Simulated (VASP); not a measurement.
# Cu (I4/mmm) in VASP: settings compared

Cu is run at these levels: revPBE+D3(BJ)+U, BLYP; tasks: single point.

All numbers are computed with VASP 6.6.1; they aren't measurements. Logs are shortened: lines on timing, memory, paths and dates and some standing lists are left out, and cuts for length are marked.

### Step 1. The cell of the first run

It takes space group I4/mmm (No. 139, tetragonal). The conventional cell has a = 2.905 Å, b = 2.905 Å, c = 2.770 Å, α = 90.00°, β = 90.00°, γ = 90.00°. Within 3.3 Å of Cu (site symmetry 4/mmm) lie 14 Cu at 2.48 to 2.90 Å.

### Step 2. Single point, revPBE+D3(BJ)+U (11.69 Å³/atom)

INCAR reads:

```
PREC = Accurate ; ENCUT = 520
EDIFF = 1E-6 ; ISMEAR = 0
SIGMA = 0.05 ; LREAL = False
LASPH = True ; NELM = 150
ALGO = Normal ; ISIF = 2
LWAVE = False ; LCHARG = False
LMAXMIX = 4 ; LDAU = True
LDAUTYPE = 2 ; LDAUL = 2
LDAUU = 1 ; LDAUJ = 0
LDAUPRINT = 1 ; GGA = RE
IVDW = 12 ; NBANDS = 12
```

KPOINTS reads:

```
regular mesh
0
Gamma
  13 13 13
```

POSCAR reads:

```
Cu
1.0
   -1.4523485211      1.4523485211      1.3851948378
    1.4523485211     -1.4523485211      1.3851948378
    1.4523485211      1.4523485211     -1.3851948378
Cu
1
Direct
    0.0000000000      0.0000000000      0.0000000000
```

Potentials or basis: VASP PAW PBE potentials, release 64 (Cu).

Started as:

```sh
> cat potpaw_PBE.64/Cu/POTCAR > POTCAR
> mpirun -np 1 vasp_std > vasp.out
```

OUTCAR:

```text
PREC = Accurate
   ENCUT = 520
   EDIFF = 1E-6
   ISMEAR = 0
   LREAL = False
   LASPH = True
   NELM = 150
   ISIF = 2
   GGA = RE
   IVDW = 12
 IVDW          = 12

 ion  position               nearest neighbor table
   1  0.000  0.000  0.000-

  LATTYP: Found a body centered tetragonal cell.
 ALAT       =     2.9046970422
 C/A-ratio  =     0.9537620052

  Lattice vectors:

 A1 = (  -1.4523485211,   1.4523485211,   1.3851948378)
 A2 = (   1.4523485211,  -1.4523485211,   1.3851948378)
 A3 = (   1.4523485211,   1.4523485211,  -1.3851948378)

Analysis of symmetry for initial positions (statically):
=====================================================================
 Subroutine PRICEL returns:
 Original cell was already a primitive cell.

 Routine SETGRP: Setting up the symmetry group for a
 body centered tetragonal supercell.

 Subroutine GETGRP returns: Found 16 space group operations
 (whereof 16 operations were pure point group operations)
 out of a pool of 16 trial point group operations.

The static configuration has the point symmetry D_4h.

Analysis of symmetry for dynamics (positions and initial velocities):
=====================================================================
 Subroutine PRICEL returns:
 Original cell was already a primitive cell.

 Routine SETGRP: Setting up the symmetry group for a
 body centered tetragonal supercell.

 Subroutine GETGRP returns: Found 16 space group operations
 (whereof 16 operations were pure point group operations)
 out of a pool of 16 trial point group operations.

The dynamic configuration has the point symmetry D_4h.

 Subroutine INISYM returns: Found 16 space group operations
 (whereof 16 operations are pure point group operations),
 and found     1 'primitive' translations

----------------------------------------------------------------------------------------

                                     Primitive cell

  volume of cell :      11.6873

  direct lattice vectors                    reciprocal lattice vectors
    -1.452348521  1.452348521  1.385194838     0.000000000  0.344269983  0.360960052
     1.452348521 -1.452348521  1.385194838     0.344269983  0.000000000  0.360960052
     1.452348521  1.452348521 -1.385194838     0.344269983  0.344269983  0.000000000

  length of vectors
     2.477377079  2.477377079  2.477377079     0.498812570  0.498812570  0.486871278

  position of ions in fractional coordinates (direct lattice)
     0.000000000  0.000000000  0.000000000

  ion indices of the primitive-cell ions
   primitive index   ion index
                 1           1

----------------------------------------------------------------------------------------

 KPOINTS: regular mesh

Automatic generation of k-mesh.
 Grid dimensions read from file:
 generate k-points for:   13   13   13

 Generating k-lattice:

  Cartesian coordinates                     Fractional coordinates (reciprocal lattice)
     0.000000000  0.026482306  0.027766158     0.076923077 -0.000000000  0.000000000
     0.026482306  0.000000000  0.027766158    -0.000000000  0.076923077  0.000000000
     0.026482306  0.026482306  0.000000000     0.000000000  0.000000000  0.076923077

  Length of vectors
     0.038370198  0.038370198  0.037451637

  Shift w.r.t. Gamma in fractional coordinates (k-lattice)
     0.000000000  0.000000000  0.000000000

 Subroutine IBZKPT returns following result:
 ===========================================

 Found    196 irreducible k-points:
[... 39 lines left out ...]
   ICHARG =      2    charge: 1-file 2-atom 10-const
   ISPIN  =      1    spin polarized calculation?
   LNONCOLLINEAR =      F non collinear calculations
   LSORBIT =      F    spin-orbit coupling
   LASPH  =      T    aspherical Exc in radial PAW
   ENCUT  =  520.0 eV  38.22 Ry    6.18 a.u.   4.61  4.61  4.61*2*pi/ulx,y,z
   NELM   =    150;   NELMIN=  2; NELMDL= -5     # of ELM steps
   EDIFF  = 0.1E-05   stopping-criterion for ELM
   LREAL  =      F    real-space projection
   EDIFFG = 0.1E-04   stopping-criterion for IOM
   NSW    =      0    number of steps for IOM
   IBRION =     -1    ionic relax: 0-MD 1-quasi-New 2-CG
   NFREE  =      0    steps in history (QN), initial steepest desc. (CG)
   ISIF   =      2    stress and relaxation
   ISYM   =      2    0-nonsym 1-usesym 2-fastsym
   POTIM  = 0.5000    time-step for ionic-motion
   TEBEG  =    0.0;   TEEND  =   0.0 temperature during run
   PSTRESS=    0.0 pullay stress
   NELECT =      11.0000    total number of electrons
   NUPDOWN=      -1.0000    fix difference up-down
   EMIN   =  10.00;   EMAX   =-10.00  energy-range for DOS
   EFERMI =   0.00;   METHOD = LEGACY
   ISMEAR =     0;   SIGMA  =   0.05  broadening in eV -4-tet -1-fermi 0-gaus
   EFERMI_NEDOS =   21; number of points for ismear=-14 and -15
   IALGO  =     38    algorithm
   IMIX   =      4    mixing-type and parameters
     AMIX     =   0.40;   BMIX     =  1.00
     AMIX_MAG =   1.60;   BMIX_MAG =  1.00
[... 17 lines left out ...]
  volume of cell :       11.69
 maximum number of plane-waves:       329
   NGX =  9   NGY =  9   NGZ =  9

atom =   1  type =  1  l = 2

 onsite density matrix

spin component  1

  0.9165 -0.0000 -0.0000 -0.0000 -0.0000
 -0.0000  0.9195  0.0000  0.0000  0.0000
 -0.0000  0.0000  0.9278 -0.0000 -0.0000
 -0.0000  0.0000 -0.0000  0.9195 -0.0000
 -0.0000  0.0000 -0.0000 -0.0000  0.9323

spin component  2

  0.9165 -0.0000 -0.0000 -0.0000 -0.0000
 -0.0000  0.9195  0.0000  0.0000  0.0000
 -0.0000  0.0000  0.9278 -0.0000 -0.0000
 -0.0000  0.0000 -0.0000  0.9195 -0.0000
 -0.0000  0.0000 -0.0000 -0.0000  0.9323

 occupancies and eigenvectors

  o =  0.9165  v =  1.0000  0.0000  0.0000  0.0000  0.0000  0.0000  0.0000  0.0000  0.0000  0.0000      0.0000  0.0000  0.0000  0.0000  0.0000  0.0000  0.0000  0.0000  0.0000  0.0000
  o =  0.9165  v =  0.0000  0.0000  0.0000  0.0000  0.0000  1.0000  0.0000  0.0000  0.0000  0.0000      0.0000  0.0000  0.0000  0.0000  0.0000  0.0000  0.0000  0.0000  0.0000  0.0000
  o =  0.9195  v =  0.0000 -0.9288  0.0000 -0.3706  0.0000  0.0000  0.0000  0.0000  0.0000  0.0000      0.0000  0.0000  0.0000  0.0000  0.0000  0.0000  0.0000  0.0000  0.0000  0.0000
  o =  0.9195  v =  0.0000  0.0000  0.0000  0.0000  0.0000  0.0000 -0.9288  0.0000 -0.3706  0.0000      0.0000  0.0000  0.0000  0.0000  0.0000  0.0000  0.0000  0.0000  0.0000  0.0000
  o =  0.9195  v =  0.0000  0.3706 -0.0000 -0.9288 -0.0000  0.0000  0.0000  0.0000  0.0000  0.0000      0.0000  0.0000  0.0000  0.0000  0.0000  0.0000  0.0000  0.0000  0.0000  0.0000
  o =  0.9195  v =  0.0000  0.0000  0.0000  0.0000  0.0000  0.0000  0.3706 -0.0000 -0.9288 -0.0000      0.0000  0.0000  0.0000  0.0000  0.0000  0.0000  0.0000  0.0000  0.0000  0.0000
  o =  0.9278  v =  0.0000  0.0000  0.0000  0.0000  0.0000  0.0000  0.0000  1.0000  0.0000  0.0000      0.0000  0.0000  0.0000  0.0000  0.0000  0.0000  0.0000  0.0000  0.0000  0.0000
  o =  0.9278  v =  0.0000  0.0000  1.0000  0.0000  0.0000  0.0000  0.0000  0.0000  0.0000  0.0000      0.0000  0.0000  0.0000  0.0000  0.0000  0.0000  0.0000  0.0000  0.0000  0.0000
  o =  0.9323  v =  0.0000  0.0000  0.0000  0.0000  0.0000  0.0000 -0.0000  0.0000  0.0000 -1.0000      0.0000  0.0000  0.0000  0.0000  0.0000  0.0000  0.0000  0.0000  0.0000  0.0000
  o =  0.9323  v =  0.0000 -0.0000  0.0000  0.0000 -1.0000  0.0000  0.0000  0.0000  0.0000  0.0000      0.0000  0.0000  0.0000  0.0000  0.0000  0.0000  0.0000  0.0000  0.0000  0.0000

 number of electron      10.9999991 magnetization

 Free energy of the ion-electron system (eV)
  ---------------------------------------------------
  ext. energy  EPLUGINS =         0.00000000
  ---------------------------------------------------
  free energy    TOTEN  =        -2.94225912 eV

  energy without entropy =       -2.94176165  energy(sigma->0) =       -2.94201039

 E-fermi :   7.6792     XC(G=0): -12.6644

 val. band max:        7.6659368856   @ k =  -0.2308   0.4615   0.0769
 cond. band min:       7.6816520333   @ k =   0.4615   0.4615   0.0000
 fundamental gap:      0.0157151478
 Fermi energy:         7.6792413678

 k-point     1 :       0.0000    0.0000    0.0000
  band No.  band energies     occupation
      1      -1.5777      2.00000
      2       4.3335      2.00000
      3       4.5185      2.00000
      4       4.5185      2.00000
      5       5.3576      2.00000
      6       5.5549      2.00000
      7      32.4744      0.00000
      8      32.4744      0.00000
      9      33.7070      0.00000
     10      36.2614      0.00000
     11      36.4263      0.00000
     12      36.4263      0.00000
[... 331 lines left out ...]
 k-point    24 :       0.4615    0.1538    0.0000
  band No.  band energies     occupation
      1       2.8958      2.00000
      2       3.7353      2.00000
      3       4.8695      2.00000
      4       5.4414      2.00000
      5       5.7833      2.00000
      6       8.6457      0.00000
      7      13.2274      0.00000
      8      19.8912      0.00000
      9      24.9954      0.00000
     10      31.1613      0.00000
     11      36.8663      0.00000
     12      39.3268      0.00000

 [... further k-points ...]

------------------------ aborting loop because EDIFF is reached ----------------------------------------

 Edisp (eV)   -1.13675

 E8    (eV) :    -0.7905

  FORCE on cell =-STRESS in cart. coord.  units (eV):
  Direction    XX          YY          ZZ          XY          YZ          ZX
  --------------------------------------------------------------------------------------
  -------------------------------------------------------------------------------------
  Total      -0.61960    -0.61960    -0.65694     0.00000     0.00000    -0.00000
  in kB     -84.93901   -84.93901   -90.05843     0.00000     0.00000    -0.00000
  external pressure =      -86.65 kB  Pullay stress =        0.00 kB

 VOLUME and BASIS-vectors are now :
 -----------------------------------------------------------------------------
  energy-cutoff  :      520.00
  volume of cell :       11.69
      direct lattice vectors                 reciprocal lattice vectors
    -1.452348521  1.452348521  1.385194838     0.000000000  0.344269983  0.360960052
     1.452348521 -1.452348521  1.385194838     0.344269983  0.000000000  0.360960052
     1.452348521  1.452348521 -1.385194838     0.344269983  0.344269983  0.000000000

 POSITION                                       TOTAL-FORCE (eV/Angst)
 -----------------------------------------------------------------------------------
      0.00000      0.00000      0.00000         0.000000     -0.000000      0.000000
 -----------------------------------------------------------------------------------
    total drift:                                0.000000      0.000000      0.000000

  FREE ENERGIE OF THE ION-ELECTRON SYSTEM (eV)
  ---------------------------------------------------
  free  energy   TOTEN  =        -4.0790115255 eV

  energy  without entropy=       -4.0785140569  energy(sigma->0) =       -4.07876279
```

It took 37 s on 1 thread of Intel Xeon 8259CL, shared host; peak memory 0.15 GiB.

What came out:

```
Free energy                : -4.0790 eV
Pressure                   : -8.7 GPa
Band gap on the k mesh     : zero (an odd number of electrons rules out a gap without spin polarisation)
Dispersion energy per atom : -1.137 eV
```

Stress tensor (GPa, compression positive):
```
-8.49  0.00  0.00
 0.00 -8.49  0.00
 0.00  0.00 -9.01
```

Levels at points of the mesh, in eV from the Fermi level:
```csv
k point,band 2,band 3,band 4,band 5,band 6,band 7,band 8,band 9,band 10,band 11
"(0.00, 0.00, 0.00)",-3.35,-3.16,-3.16,-2.32,-2.12,24.80,24.80,26.03,28.58,28.75
```

Eigenvalues of the final occupation matrices:
```
    site  spin  trace               eigenvalues
site 1 d     1   4.62  0.92 0.92 0.92 0.93 0.93
site 1 d     2   4.62  0.92 0.92 0.92 0.93 0.93
```

Caveat: three body term missing; the cell stands under tension; the dispersion term is far too large for a dense solid, which distorts pressure and volume; the PAW data sets were made with another functional, which shifts forces and pressure a little; U without spin polarisation on a metal has little footing; the U is typed as a test and isn't derived for this compound.

### Step 3. Single point, revPBE+D3(BJ)+U (11.92 Å³/atom)

This run uses another cell than the first one, of 11.92 Å³/atom.

INCAR reads:

```
PREC = Accurate
ENCUT = 520
EDIFF = 1E-6
ISMEAR = 0
SIGMA = 0.05
LREAL = False
LASPH = True
NELM = 150
ALGO = Fast
ISIF = 2
LWAVE = False
LCHARG = False
LMAXMIX = 4
LDAU = True
LDAUTYPE = 2
LDAUL = 2
LDAUU = 1
LDAUJ = 0
LDAUPRINT = 1
GGA = RE
IVDW = 12
NBANDS = 12
```

KPOINTS reads:

```
Automatic mesh
0
Gamma
  13 13 13
```

POSCAR reads:

```
Cu
1.0
   -1.4617796199      1.4617796199      1.3941898615
    1.4617796199     -1.4617796199      1.3941898615
    1.4617796199      1.4617796199     -1.3941898615
Cu
1
Direct
    0.0000000000      0.0000000000      0.0000000000
```

Potentials or basis: VASP PAW PBE potentials, release 64 (Cu).

Started as:

```sh
> cat potpaw_PBE.64/Cu/POTCAR > POTCAR
> mpirun -np 1 vasp_std > vasp.out
```

Wall time 54 s (1 thread of Intel Xeon 8259CL, shared host); peak memory 0.15 GiB.

Results (log left out):

| Quantity | Value |
| --- | --- |
| Free energy | -4.0651 eV |
| Pressure | -10.8 GPa |
| Band gap on the k mesh | zero (an odd number of electrons rules out a gap without spin polarisation) |
| Dispersion energy per atom | -1.114 eV |

Stress tensor (GPa, compression positive):
```
-10.57   0.00   0.00
  0.00 -10.57   0.00
  0.00   0.00 -11.12
```

Levels at points of the mesh, in eV from the Fermi level:
```tsv
k point	band 3	band 4	band 5	band 6	band 7	band 8	band 9	band 10
(0.00, 0.00, 0.00)	-3.11	-3.11	-2.29	-2.10	24.59	24.59	25.82	28.28
```

Eigenvalues of the final occupation matrices:
```csv
site,spin,trace,eigenvalues
site 1 d,1,4.61,0.92 0.92 0.92 0.93 0.93
site 1 d,2,4.61,0.92 0.92 0.92 0.93 0.93
```

Caveat: three body term missing; the cell stands under tension; the dispersion term is far too large for a dense solid, which distorts pressure and volume; the PAW data sets were made with another functional, which shifts forces and pressure a little; U without spin polarisation on a metal has little footing; the U is typed as a test and isn't derived for this compound.

### Step 4. Single point, revPBE+D3(BJ)+U (12.15 Å³/atom)

This run uses another cell than the first one, of 12.15 Å³/atom.

INCAR reads:

```
PREC     = Accurate       # precision mode
ENCUT    = 520            # plane-wave cutoff, eV
EDIFF    = 1E-6           # SCF threshold, eV
ISMEAR   = 0              # smearing method
SIGMA    = 0.05           # smearing width, eV
LREAL    = False          # projectors in reciprocal space
LASPH    = True           # aspherical terms in the spheres
NELM     = 150            # most SCF steps
ALGO     = Normal         # electronic algorithm
ISIF     = 2              # what is computed and relaxed
LWAVE    = False          # write WAVECAR
LCHARG   = False          # write CHGCAR
LMAXMIX  = 4              # l up to which the mixer works
LDAU     = True           # DFT+U
LDAUTYPE = 2            
LDAUL    = 2              # shell
LDAUU    = 1              # U, eV
LDAUJ    = 0            
LDAUPRINT= 1            
GGA      = RE             # functional
IVDW     = 12             # dispersion correction
NBANDS   = 12             # bands
```

KPOINTS is that of step 3.

POSCAR reads:

```
Cu
1.0
   -1.4710905692      1.4710905692      1.4030702911
    1.4710905692     -1.4710905692      1.4030702911
    1.4710905692      1.4710905692     -1.4030702911
Cu
1
Direct
    0.0000000000      0.0000000000      0.0000000000
```

Started as:

```sh
> cat potpaw_PBE.64/Cu/POTCAR > POTCAR
> mpirun -np 1 vasp_std > vasp.out
```

Run time: 45 s. Hardware: 1 thread of Intel Xeon 8259CL, shared host; peak memory 0.15 GiB.

It converged, with:

| Quantity | Value |
| --- | --- |
| Free energy | -4.0481 eV |
| Pressure | -12.9 GPa |
| Band gap on the k mesh | zero (an odd number of electrons rules out a gap without spin polarisation) |
| Dispersion energy per atom | -1.092 eV |

Stress tensor (GPa, compression positive):
```
-12.71   0.00   0.00
  0.00 -12.71   0.00
  0.00   0.00 -13.32
```

Levels at points of the mesh, in eV from the Fermi level:
```
           k point  band 4  band 5  band 6  band 7  band 8  band 9
(0.00, 0.00, 0.00)   -3.05   -2.26   -2.07   24.39   24.39   25.62
```

Eigenvalues of the final occupation matrices:
```
    site  spin  trace               eigenvalues
site 1 d     1   4.61  0.92 0.92 0.92 0.93 0.93
site 1 d     2   4.61  0.92 0.92 0.92 0.93 0.93
```

Caveat: three body term missing; the cell stands under tension; the dispersion term is far too large for a dense solid, which distorts pressure and volume; the PAW data sets were made with another functional, which shifts forces and pressure a little; U without spin polarisation on a metal has little footing; the U is typed as a test and isn't derived for this compound.

### Step 5. Single point, BLYP, non-collinear spin, typed start (10.77 Å³/atom)

This run uses another cell than the first one, of 10.77 Å³/atom.

INCAR reads:

```
PREC = Accurate ; ENCUT = 520
EDIFF = 1E-7 ; ISMEAR = 1
SIGMA = 0.1 ; LREAL = False
LASPH = True ; NELM = 150
ALGO = Fast ; ISIF = 2
LWAVE = False ; LCHARG = False
LNONCOLLINEAR = True ; MAGMOM = 0.6 0 0
LORBIT = 11 ; LMAXMIX = 4
GGA = B5 ; ALDAX = 1.0
AGGAX = 1.0 ; AGGAC = 1.0
ALDAC = 0.0 ; NBANDS = 22
```

KPOINTS reads:

```
Automatic mesh
0
Gamma
  10 10 10
```

POSCAR reads:

```
Cu
1.0
   -1.4133402940      1.4133402940      1.3479902729
    1.4133402940     -1.4133402940      1.3479902729
    1.4133402940      1.4133402940     -1.3479902729
Cu
1
Direct
    0.0000000000      0.0000000000      0.0000000000
```

Started as:

```sh
> cat potpaw_PBE.64/Cu/POTCAR > POTCAR
> mpirun -np 1 vasp_ncl > vasp.out
```

Run time: 5.6 min. Hardware: 1 thread of Intel Xeon 8259CL, shared host; peak memory 0.22 GiB.

The run converged. Its results:

```
Free energy                                           : -2.7611 eV
Pressure                                              : 30.1 GPa
Band gap on the k mesh                                : zero (bands 11 and 12 overlap by 10.40 eV)
Net moment                                            : 0.00 μB per cell
Valence electrons inside the program's atomic spheres : Cu 10.16
```

Stress tensor (GPa, compression positive):
```
30.65  0.00  0.00
 0.00 30.65  0.00
 0.00  0.00 28.95
```

Levels at points of the mesh, in eV from the Fermi level:
| k point | band 9 | band 10 | band 11 | band 12 | band 13 | band 14 | band 15 | band 16 |
| --- | --- | --- | --- | --- | --- | --- | --- | --- |
| (0.00, 0.00, 0.00) | -2.55 | -2.55 | -2.32 | -2.32 | 25.72 | 25.72 | 25.72 | 25.72 |
| (0.50, 0.00, 0.00) | -1.56 | -1.56 | -0.58 | -0.58 | 4.97 | 4.97 | 17.97 | 17.97 |
| (0.50, 0.00, 0.50) | -1.56 | -1.56 | -0.58 | -0.58 | 4.97 | 4.97 | 17.97 | 17.97 |
| (0.00, 0.50, 0.50) | -1.56 | -1.56 | -0.58 | -0.58 | 4.97 | 4.97 | 17.97 | 17.97 |
| (0.50, 0.50, 0.00) | -1.59 | -1.59 | -0.96 | -0.96 | 4.42 | 4.42 | 19.27 | 19.27 |
| (0.50, 0.50, 0.50) | -1.72 | -1.72 | 7.97 | 7.97 | 7.97 | 7.97 | 9.88 | 9.88 |

Moments on the atoms (μB; x, y, z):
```
Cu  0.00 0.00 0.00
```

Caveat: the cell stands under pressure; the PAW data sets were made with another functional, which shifts forces and pressure a little.

### Step 6. The runs side by side

```tsv
level	spin	U	cell	k mesh	smearing	gap on the mesh (eV)	pressure (GPa)
revPBE+D3(BJ)+U	off	Cu d U = 1.0 eV	a = 2.477 Å, angles 108.2, 108.2, 112.0°, 1 atom	13 × 13 × 13	gaussian 0.05 eV	none	-8.7
revPBE+D3(BJ)+U	off	Cu d U = 1.0 eV	a = 2.493 Å, angles 108.2, 108.2, 112.0°, 1 atom	13 × 13 × 13	gaussian 0.05 eV	none	-10.8
revPBE+D3(BJ)+U	off	Cu d U = 1.0 eV	a = 2.509 Å, angles 108.2, 108.2, 112.0°, 1 atom	13 × 13 × 13	gaussian 0.05 eV	none	-12.9
BLYP	non-collinear, typed start	-	a = 2.411 Å, angles 108.2, 108.2, 112.0°, 1 atom	10 × 10 × 10	methfessel-paxton 0.1 eV	none	30.1
```

Alike in all rows: task single point; potentials or basis VASP PAW PBE potentials, release 64 (Cu); cutoff (eV) 520.

Caveats: the PAW data sets were made with another functional, which shifts forces and pressure a little; three body term missing (at least some runs); the cell stands under tension (at least some runs); the dispersion term is far too large for a dense solid, which distorts pressure and volume (at least some runs); U without spin polarisation on a metal has little footing (at least some runs); the U is typed as a test and isn't derived for this compound (at least some runs); the cell stands under pressure (at least some runs).

Total energies depend on the potentials used, so only differences within one code and one set of settings carry meaning.

The gap in the log of VASP goes by the Fermi energy; the results here count the filled bands.